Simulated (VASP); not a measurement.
A run of VASP 6.6.1 is set up as follows.

Contents of INCAR:

```
SYSTEM = CsH3
PREC = Accurate
ENCUT = 520
EDIFF = 1E-6
ISMEAR = 0
SIGMA = 0.1
LREAL = .FALSE.
LASPH = .TRUE.
NELM = 80
ALGO = Normal
ISIF = 2
LWAVE = .FALSE.
LCHARG = .TRUE.
GGA = PE
LELF = .TRUE.
LVHAR = .TRUE.
NBANDS = 14
```

Contents of KPOINTS:

```
Automatic mesh
0
G
  18 18 18
  0 0 0
```

Contents of POSCAR:

```
CsH3
1.0
   -1.8894744963      1.8894744963      5.2322340627
    1.8894744963     -1.8894744963      5.2322340627
    1.8894744963      1.8894744963     -5.2322340627
Cs H
1 3
Direct
    0.0000000000      0.0000000000      0.0000000000
    0.5000000000      0.5000000000      0.0000000000
    0.7500000000      0.2500000000      0.5000000000
    0.2500000000      0.7500000000      0.5000000000
```

Potentials or basis: VASP PAW PBE potentials, release 64 (Cs_sv, H).

The run is started by

```sh
$ cat potpaw_PBE.64/Cs_sv/POTCAR potpaw_PBE.64/H/POTCAR > POTCAR
$ mpirun -np 1 vasp_std > vasp.out
```

(1) Estimate the band gap on the k mesh.

(2) Predict the pressure.

Results:

(1) zero (bands 6 and 7 overlap by 0.61 eV).

(2) 0.0 GPa.

Caveat: spin-orbit coupling is left out, which moves the levels of the heavy elements.
